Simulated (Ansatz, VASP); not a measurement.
BiRu: VASP beside Ansatz

INCAR

```
PREC = Accurate ; ENCUT = 520
EDIFF = 1E-8 ; ISMEAR = -1
SIGMA = 0.05 ; LREAL = F
LASPH = T ; NELM = 100
ALGO = Normal ; ISIF = 2
LWAVE = F ; LCHARG = F
GGA = CA ; LEFG = T
NBANDS = 22
```

File KPOINTS:

```
Automatic mesh
0
Gamma
  10 10 10
```

POSCAR

```
BiRu
1.0
    0.0000000000      2.7747409757      2.7747409757
    2.7747409757      0.0000000000      2.7747409757
    2.7747409757      2.7747409757      0.0000000000
Ru Bi
1 1
Direct
    0.0000000000      0.0000000000      0.0000000000
    0.5000000000      0.5000000000      0.5000000000
```

Input for Ansatz:

```yaml
crystal:
  lattice:
    - [0.0, 2.7747409757, 2.7747409757]
    - [2.7747409757, 0.0, 2.7747409757]
    - [2.7747409757, 2.7747409757, 0.0]
  atoms:
    - { symbol: Ru, position: [0.0, 0.0, 0.0] }
    - { symbol: Bi, position: [0.5, 0.5, 0.5] }
kpoints:
  mp_grid: { grid: [10, 10, 10] }
  band_path:
    path:
      - [0.0, 0.0, 0.0]
      - [0.5, 0.0, 0.5]
      - [0.625, 0.25, 0.625]
      - [0.375, 0.375, 0.75]
      - [0.0, 0.0, 0.0]
      - [0.5, 0.5, 0.5]
      - [0.5, 0.25, 0.75]
      - [0.5, 0.0, 0.5]
    npoints: 5
scf:
  occupations: { method: fermi_dirac, width: 0.05 }
hamiltonian:
  xc: lda
  pseudopotentials: { kind: paw }
output:
  forces: true
  stress: true
  eigenvalues: true
  efg: { contact_densities: true }
```

Alike in both runs: task electric field gradients; functional LDA; k mesh 10 × 10 × 10; occupations fermi-dirac, width 0.05 eV; no spin polarisation.

|  | VASP | Ansatz |
| --- | --- | --- |
| version | VASP 6.6.1 | Ansatz 0.2.0 |
| potentials or method | VASP PAW LDA potentials, release 64 (Ru_pv, Bi_d) | PAW with Ansatz's default frozen-core files, scalar-relativistic |
| plane-wave cutoff (eV) | 520 | 420 |
| valence electrons in the cell | 29 | 31 |

|  | VASP | Ansatz | Ansatz less VASP |
| --- | --- | --- | --- |
| pressure (GPa) | -7.9 | -8.2 | -0.29 |

LDA's correlation is that of Perdew and Zunger in VASP and of Perdew and Wang (1992) in Ansatz. VASP's potentials hold 29 valence electrons a cell and Ansatz's 31, so a difference there can come from the potentials and not from the codes.

Spin-orbit coupling is off throughout.
